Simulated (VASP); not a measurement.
# AlFe (Pm-3m) in VASP: further runs

Runs on AlFe. Level: PBEsol. Tasks: single point.

All numbers are computed with VASP 6.6.1; they aren't measurements. Logs are shortened: lines on timing, memory, paths and dates and some standing lists are left out, and cuts for length are marked.

## 1. The cell of the first run

Symmetry: Pm-3m, No. 221, cubic system. Conventional cell: a = 2.910 Å, b = 2.910 Å, c = 2.910 Å, α = 90.00°, β = 90.00°, γ = 90.00°. Within 3.3 Å of Al (site symmetry m-3m) lie 8 Fe at 2.52 Å and 6 Al at 2.91 Å. Within 3.3 Å of Fe (site symmetry m-3m) lie 8 Al at 2.52 Å and 6 Fe at 2.91 Å.

## 2. Single point, PBEsol, collinear spin, zero start

Contents of INCAR:

```
  PREC = Accurate
  ENCUT = 520
  EDIFF = 1E-6
  ISMEAR = 0
  SIGMA = 0.15
  LREAL = False
  LASPH = True
  NELM = 150
  ALGO = Normal
  ISIF = 2
  LWAVE = False
  LCHARG = False
  ISPIN = 2
  MAGMOM = 0 0
  LORBIT = 11
  NUPDOWN = 0.0
  LMAXMIX = 4
  GGA = PS
  NBANDS = 16
```

Contents of KPOINTS:

```
regular mesh
0
Gamma
  9 9 9
```

Contents of POSCAR:

```
AlFe
1.0
    2.9100000000      0.0000000000      0.0000000000
    0.0000000000      2.9100000000      0.0000000000
    0.0000000000      0.0000000000      2.9100000000
Al Fe
1 1
Direct
    0.0000000000      0.0000000000      0.0000000000
    0.5000000000      0.5000000000      0.5000000000
```

Potentials or basis: VASP PAW PBE potentials, release 64 (Al, Fe).

Started as:

```
> cat potpaw_PBE.64/Al/POTCAR potpaw_PBE.64/Fe/POTCAR > POTCAR
> mpirun -np 1 vasp_std > vasp.out
```

OUTCAR:

```text
PREC = Accurate
   ENCUT = 520
   EDIFF = 1E-6
   ISMEAR = 0
   LREAL = False
   LASPH = True
   NELM = 150
   ISIF = 2
   ISPIN = 2
   LORBIT = 11
   NUPDOWN = 0.0
   GGA = PS

 ion  position               nearest neighbor table
   1  0.000  0.000  0.000-   2 2.52   2 2.52   2 2.52   2 2.52   2 2.52   2 2.52   2 2.52   2 2.52

   2  0.500  0.500  0.500-   1 2.52   1 2.52   1 2.52   1 2.52   1 2.52   1 2.52   1 2.52   1 2.52

  LATTYP: Found a simple cubic cell.
 ALAT       =     2.9100000000

  Lattice vectors:

 A1 = (   2.9100000000,   0.0000000000,   0.0000000000)
 A2 = (   0.0000000000,   2.9100000000,   0.0000000000)
 A3 = (   0.0000000000,   0.0000000000,   2.9100000000)

Analysis of symmetry for initial positions (statically):
=====================================================================
 Subroutine PRICEL returns:
 Original cell was already a primitive cell.

 Routine SETGRP: Setting up the symmetry group for a
 simple cubic supercell.

 Subroutine GETGRP returns: Found 48 space group operations
 (whereof 48 operations were pure point group operations)
 out of a pool of 48 trial point group operations.

The static configuration has the point symmetry O_h .

Analysis of symmetry for dynamics (positions and initial velocities):
=====================================================================
 Subroutine PRICEL returns:
 Original cell was already a primitive cell.

 Routine SETGRP: Setting up the symmetry group for a
 simple cubic supercell.

 Subroutine GETGRP returns: Found 48 space group operations
 (whereof 48 operations were pure point group operations)
 out of a pool of 48 trial point group operations.

The dynamic configuration has the point symmetry O_h .

Analysis of structural, dynamic, and magnetic symmetry:
=====================================================================
 Subroutine PRICEL returns:
 Original cell was already a primitive cell.

 Routine SETGRP: Setting up the symmetry group for a
 simple cubic supercell.

 Subroutine GETGRP returns: Found 48 space group operations
 (whereof 48 operations were pure point group operations)
 out of a pool of 48 trial point group operations.

The overall configuration has the point symmetry O_h .

 Subroutine INISYM returns: Found 48 space group operations
 (whereof 48 operations are pure point group operations),
 and found     1 'primitive' translations
[... 117 lines left out ...]
  Fermi-wavevector in a.u.,A,eV,Ry     =   1.251160  2.364349 21.298567  1.565401
  Thomas-Fermi vector in A             =   2.385120
   LORBIT       =     11    0 simple, 1 ext, 2 COOP (PROOUT), +10 PAW based schemes
   GGA     = PS    functional components
   LHFCALC =     F    Hartree Fock is set to
   AEXX    =    0.0000 exact exchange contribution
   IVDW    =     0    specifies the selected vdW correction
   LEPSILON=     F    determine dielectric tensor
   LRPA    =     F    only Hartree local field effects (RPA)
 spin polarized calculation
 Gauss-broadening in eV      SIGMA  =   0.15
  energy-cutoff  :      520.00
  volume of cell :       24.64
 maximum number of plane-waves:       691
 NGX is ok and might be reduce to    24
   NGX = 11   NGY = 11   NGZ = 11

 number of electron      10.9999994 magnetization      -0.0000000

 number of electron      10.9999994 magnetization       0.0000000

 Free energy of the ion-electron system (eV)
  ---------------------------------------------------
  ext. energy  EPLUGINS =         0.00000000
  ---------------------------------------------------
  free energy    TOTEN  =       -13.66335537 eV

  energy without entropy =      -13.63568941  energy(sigma->0) =      -13.64952239

 E-fermi :   7.3908     XC(G=0): -12.0840

 val. band max:        7.3475154443   @ k =   0.2222   0.1111   0.1111
 cond. band min:       7.4001146433   @ k =   0.1111   0.1111   0.0000
 fundamental gap:      0.0525991990
 Fermi energy:         7.3907984615

 spin component 1

 k-point     1 :       0.0000    0.0000    0.0000
  band No.  band energies     occupation
      1      -2.6745      1.00000
      2       5.2946      1.00000
      3       5.2946      1.00000
      4       7.5536      0.06240
      5       7.5536      0.06240
      6       7.5536      0.06240
[... 435 lines left out ...]
      5       7.0122      0.99982
      6       7.1072      0.99625
[... 8 lines left out ...]
     15      27.6604      0.00000
     16      28.6744      0.00000

 [... further k-points ...]

 spin component 2

 k-point     1 :       0.0000    0.0000    0.0000
  band No.  band energies     occupation
      1      -2.6745      1.00000
      2       5.2946      1.00000
      3       5.2946      1.00000
      4       7.5536      0.06240
      5       7.5536      0.06240
      6       7.5536      0.06240
[... 435 lines left out ...]
      5       7.0122      0.99982
      6       7.1072      0.99625
[... 8 lines left out ...]
     15      27.6604      0.00000
     16      28.6744      0.00000

 [... further k-points ...]

------------------------ aborting loop because EDIFF is reached ----------------------------------------

  FORCE on cell =-STRESS in cart. coord.  units (eV):
  Direction    XX          YY          ZZ          XY          YZ          ZX
  --------------------------------------------------------------------------------------
  -------------------------------------------------------------------------------------
  Total       -1.8481645     -1.8481645     -1.8481645      0.0000000      0.0000000     -0.0000000
  in kB     -120.1634092   -120.1634092   -120.1634092      0.0000000      0.0000000     -0.0000000
  external PRESSURE =    -120.1634092 kB  Pullay stress =       0.0000000 kB

 VOLUME and BASIS-vectors are now :
 -----------------------------------------------------------------------------
  energy-cutoff  :      520.00
  volume of cell :       24.64
      direct lattice vectors                 reciprocal lattice vectors
     2.910000000  0.000000000  0.000000000     0.343642612  0.000000000  0.000000000
     0.000000000  2.910000000  0.000000000     0.000000000  0.343642612  0.000000000
     0.000000000  0.000000000  2.910000000     0.000000000  0.000000000  0.343642612

 POSITION                                       TOTAL-FORCE (eV/Angst)
 -----------------------------------------------------------------------------------
      0.00000      0.00000      0.00000         0.000000      0.000000      0.000000
      1.45500      1.45500      1.45500         0.000000      0.000000      0.000000
 -----------------------------------------------------------------------------------
    total drift:                                0.000000     -0.000000     -0.000000

  FREE ENERGIE OF THE ION-ELECTRON SYSTEM (eV)
  ---------------------------------------------------
  free  energy   TOTEN  =       -13.6633553723 eV

  energy  without entropy=      -13.6356894114  energy(sigma->0) =      -13.64952239

 total charge

# of ion       s       p       d       tot
------------------------------------------
    1        0.394   0.418   0.000   0.813
    2        0.420   0.471   6.467   7.358
--------------------------------------------------
tot          0.815   0.889   6.467   8.170

 magnetization (x)

# of ion       s       p       d       tot
------------------------------------------
    1        0.000   0.000   0.000   0.000
    2        0.000  -0.000  -0.000  -0.000
--------------------------------------------------
tot          0.000   0.000  -0.000  -0.000
```

stdout:

```text
POSCAR found type information on POSCAR AlFe
 POSCAR found :  2 types and       2 ions
 scaLAPACK will be used
 -----------------------------------------------------------------------------
|                                                                             |
|                                                                             |
|     You enforced a specific xc type in the INCAR file but a different       |
|     I HOPE YOU KNOW WHAT YOU ARE DOING!                                     |
|                                                                             |
 -----------------------------------------------------------------------------

 LDA part: xc-table for (Slater+PW92), standard interpolation
 POSCAR, INCAR and KPOINTS ok, starting setup
 FFT: planning ... GRIDC
 FFT: planning ... GRID_SOFT
 FFT: planning ... GRID
 WAVECAR not read
 entering main loop
```

Run time: 14 s. Hardware: 1 thread of Intel Xeon Platinum 8559C (Emerald Rapids), shared host; peak memory 0.15 GiB.

What came out:

```
Free energy                                           : -13.6634 eV
Pressure                                              : -12.0 GPa
Net moment                                            : 0.00 μB per cell
Valence electrons inside the program's atomic spheres : Al 0.81; Fe 7.36
```

Caveat: the PAW data sets were made with another functional, which shifts forces and pressure a little; the total moment is fixed, so each spin has its own Fermi level.

## 3. Single point, PBEsol, collinear spin, ferrimagnetic start

Contents of INCAR:

```
SYSTEM = AlFe
PREC     = Accurate       ! precision mode
ENCUT    = 520            ! plane-wave cutoff, eV
EDIFF    = 1E-6           ! SCF threshold, eV
ISMEAR   = 0              ! smearing method
SIGMA    = 0.15           ! smearing width, eV
LREAL    = .False.        ! projectors in reciprocal space
LASPH    = .True.         ! aspherical terms in the spheres
NELM     = 150            ! most SCF steps
ALGO     = Normal         ! electronic algorithm
ISIF     = 2              ! what is computed and relaxed
LWAVE    = .False.        ! write WAVECAR
LCHARG   = .False.        ! write CHGCAR
ISPIN    = 2              ! spin polarisation
MAGMOM   = -0.05 1.27     ! initial moments
LORBIT   = 11             ! projections on sites
NUPDOWN  = 1.1            ! fixed moment
LMAXMIX  = 4              ! l up to which the mixer works
GGA      = PS             ! functional
NBANDS   = 16             ! bands
```

Contents of KPOINTS:

```
Automatic mesh
0
Gamma
  9 9 9
  0 0 0
```

POSCAR is that of step 2.

Potentials or basis: VASP PAW PBE potentials, release 64 (Al, Fe).

Started as:

```
> cat potpaw_PBE.64/Al/POTCAR potpaw_PBE.64/Fe/POTCAR > POTCAR
> mpirun -np 1 vasp_std > vasp.out
```

It took 12 s on 1 thread of Intel Xeon Platinum 8559C (Emerald Rapids), shared host; peak memory 0.16 GiB.

It converged, with:

```
Free energy                                           : -13.6387 eV
Pressure                                              : -8.4 GPa
Net moment                                            : 1.10 μB per cell
Site moments                                          : Al -0.03; Fe +1.16 μB
Valence electrons inside the program's atomic spheres : Al 0.82; Fe 7.35
```

Caveat: the PAW data sets were made with another functional, which shifts forces and pressure a little; the total moment is fixed, so each spin has its own Fermi level.

## 4. Single point, PBEsol, collinear spin, ferrimagnetic start

Contents of INCAR:

```
PREC = Accurate
ENCUT = 520
EDIFF = 1E-7
ISMEAR = 0
SIGMA = 0.15
LREAL = False
LASPH = True
NELM = 150
ALGO = Normal
ISIF = 2
LWAVE = False
LCHARG = False
ISPIN = 2
MAGMOM = -0.03 2.3
LORBIT = 11
NUPDOWN = 2.1
LMAXMIX = 4
GGA = PS
NBANDS = 16
```

Contents of KPOINTS:

```
Automatic mesh
0
Gamma
  9 9 9
```

POSCAR is that of step 3.

Started as:

```
> cat potpaw_PBE.64/Al/POTCAR potpaw_PBE.64/Fe/POTCAR > POTCAR
> mpirun -np 1 vasp_std > vasp.out
```

Run time: 20 s. Hardware: 1 thread of Intel Xeon Platinum 8559C (Emerald Rapids), shared host; peak memory 0.15 GiB.

It converged, with:

```yaml
Free_energy: -13.4115 eV
Pressure: 1.0 GPa
Net_moment: 2.10 μB per cell
Site_moments: Al -0.03; Fe +2.11 μB
Valence_electrons_inside_the_program's_atomic_spheres: Al 0.83; Fe 7.32
```

Caveat: the PAW data sets were made with another functional, which shifts forces and pressure a little; the total moment is fixed, so each spin has its own Fermi level.

## 5. Overview

| spin | fixed moment (μB) | pressure (GPa) | moment (μB) |
| --- | --- | --- | --- |
| collinear, zero start | 0.0 | -12.0 | 0.00 |
| collinear, ferrimagnetic start | 1.1 | -8.4 | 1.10 |
| collinear, ferrimagnetic start | 2.1 | 1.0 | 2.10 |

Alike in all rows: task single point; level PBEsol; potentials or basis VASP PAW PBE potentials, release 64 (Al, Fe); cell as given; k mesh 9 × 9 × 9; cutoff (eV) 520; smearing gaussian 0.15 eV.

Caveats: the PAW data sets were made with another functional, which shifts forces and pressure a little; the total moment is fixed, so each spin has its own Fermi level.

Total energies depend on the potentials used, so only differences within one code and one set of settings carry meaning.
